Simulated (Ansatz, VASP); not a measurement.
# One calculation of Sr, two programs

```
Sr
1.0
     4.12512    0.00000    0.00000
    -2.06256    3.57246    0.00000
     0.00000    0.00000   13.47384
Sr
4
Direct
  0.00000 0.00000 0.00000
  0.00000 0.00000 0.50000
  0.33333 0.66667 0.25000
  0.66667 0.33333 0.75000
```

Alike in both runs: task single point; functional BLYP; k mesh 10 × 10 × 3; occupations fermi-dirac, width 0.1 eV; no spin polarisation.

|  | VASP | Ansatz |
| --- | --- | --- |
| version | VASP 6.6.1 | Ansatz 0.2.0 |
| potentials or method | VASP PAW PBE potentials, release 64 (Sr_sv), cutoff 520 eV | plane waves (420 eV) with PAW, scalar-relativistic |
| valence electrons in the cell | 40 | 40 |

|  | VASP | Ansatz | Ansatz less VASP |
| --- | --- | --- | --- |
| pressure (GPa) | 1.7 | 1.7 | 0.00 |
| traceless stress, the component that is largest in VASP (GPa) | 0.05 | 0.05 | +0.001 |

VASP's potentials were made for PBE, not for BLYP.
